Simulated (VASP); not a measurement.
Au, 1 atom in the cell. The structure is cubic, space group Fm-3m (No. 225). Conventional cell: a = 4.100 Å, b = 4.100 Å, c = 4.100 Å, α = 90.00°, β = 90.00°, γ = 90.00°. Au (site symmetry m-3m) has 12 Au at 2.90 Å within 3.8 Å.  This cell differs from its parent crystal: volume scaled by 0.96.

- Program: VASP 6.6.1
- Task: single point
- Functional: PBE
- Potentials or basis: VASP PAW PBE potentials, release 64 (Au)
- Cutoff: 520 eV
- k mesh: 21 × 21 × 21
- Occupations: fermi-dirac, width 0.1 eV
- Spin: no spin polarisation
- Dipole correction: no
- Further INCAR settings: ALGO = Normal; EDIFF = 1e-06; NBANDS = 12

Potentials or basis: VASP PAW PBE potentials, release 64 (Au).

Launch:

```sh
$ cat potpaw_PBE.64/Au/POTCAR > POTCAR
$ mpirun -np 1 vasp_std > vasp.out
```

Hardware: 1 thread of Intel(R) Xeon(R) Platinum 8375C CPU @ 2.90GHz (Ice Lake), on a shared host.

**Question.** Estimate the wall time of this run.

**Answer.** Wall time 26 s on 1 thread of Intel(R) Xeon(R) Platinum 8375C CPU @ 2.90GHz (Ice Lake) (shared host), peak memory 0.19 GiB. Counts: scf iterations 11, k points 286.
